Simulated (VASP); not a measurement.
Sr2TeO:

```xyz
4
Lattice="3.8497 0.0000 0.0000 -1.9248 3.3339 0.0000 0.0000 0.0000 5.9670" Properties=species:S:1:pos:R:3 pbc="T T T"
Sr    0.0000    0.0000    4.4753
Sr    0.0000    0.0000    1.4918
Te    0.0000    2.2226    0.0000
O     1.9248    1.1113    2.9835
```

- Program: VASP 6.6.1
- Task: relaxation of cell and atoms
- Functional: PBE
- Potentials or basis: VASP PAW PBE potentials, release 64 (Sr_sv, Te, O)
- Cutoff: 600 eV
- k mesh: 6 × 6 × 4
- Occupations: gaussian, width 0.1 eV
- Spin: no spin polarisation

At the start: pressure 47.4 GPa; volume 19.15 Å³/atom.

Q: Where does the relaxation end?

A: Over 12 steps the energy falls by 1439.5 meV/atom and the volume is 26.85 Å³/atom (+40.2 %); space group P-6m2 (No. 187, to 0.1 Å) before and after.

Step by step:
| step | energy change (eV) | largest force (eV/Å) | pressure (GPa) | volume (Å³) |
| --- | --- | --- | --- | --- |
| 1 | 0.0000 | 7.5369 | 47.44 | 76.58 |
| 2 | -3.1771 | 2.4118 | -8.95 | 158.03 |
| 3 | -5.3123 | 0.3985 | -1.54 | 114.63 |
| 4 | -5.3226 | 0.2720 | -0.96 | 113.23 |
| 5 | -5.3259 | 0.1607 | -0.44 | 112.04 |
| 6 | -5.6826 | 0.1985 | -1.39 | 112.67 |
| 7 | -5.7160 | 0.3029 | -1.75 | 112.74 |
| 8 | -5.7159 | 0.2951 | -1.72 | 112.74 |
| 9 | -5.7504 | 0.2966 | 0.00 | 108.09 |
| 10 | -5.7510 | 0.2959 | 0.30 | 107.39 |
| 11 | -5.7573 | 0.0819 | 0.11 | 107.40 |
| 12 | -5.7579 | 0.0019 | 0.05 | 107.40 |

Final structure:
```
CELL_PARAMETERS angstrom
4.07015 0.00000 0.00000
-2.03508 3.52486 0.00000
0.00000 0.00000 7.48600
ATOMIC_POSITIONS crystal
Sr 0.00000 0.00000 0.70717
Sr 0.00000 0.00000 0.29283
Te 0.33333 0.66667 0.00000
O 0.66667 0.33333 0.50000
```

Caveat: the volume moved by over 15 % at a fixed basis, so the end points are rough.
